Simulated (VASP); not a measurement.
Crystal: Al.

```
Al
1.0
    -1.73678    1.73678    1.40940
     1.73678   -1.73678    1.40940
     1.73678    1.73678   -1.40940
Al
1
Cartesian
  0.0000 0.0000 1.4094
```

The cell was built from a structure type or drawn by symmetry, and may not be a known phase.

Base run:

| Quantity | Value |
| --- | --- |
| Program | VASP 6.6.1 |
| Functional | PBE |
| Potentials or basis | VASP PAW PBE potentials, release 64 (Al) |
| Cutoff | 520 eV |
| k mesh | 24 × 24 × 24 |
| Occupations | gaussian, width 0.1 eV |
| Spin | no spin polarisation |

Its results: band gap on the k mesh zero (an odd number of electrons rules out a gap without spin polarisation); pressure 0.0 GPa.

**Question.** The run is repeated on the same cell with these changes: functional from PBE to r2SCAN. What comes out?

**Answer.** Band gap on the k mesh zero (an odd number of electrons rules out a gap without spin polarisation); pressure -3.2 GPa.

Caveats: the cell stands under tension (at least some runs); the PAW data sets were made with another functional, which shifts forces and pressure a little (at least some runs).
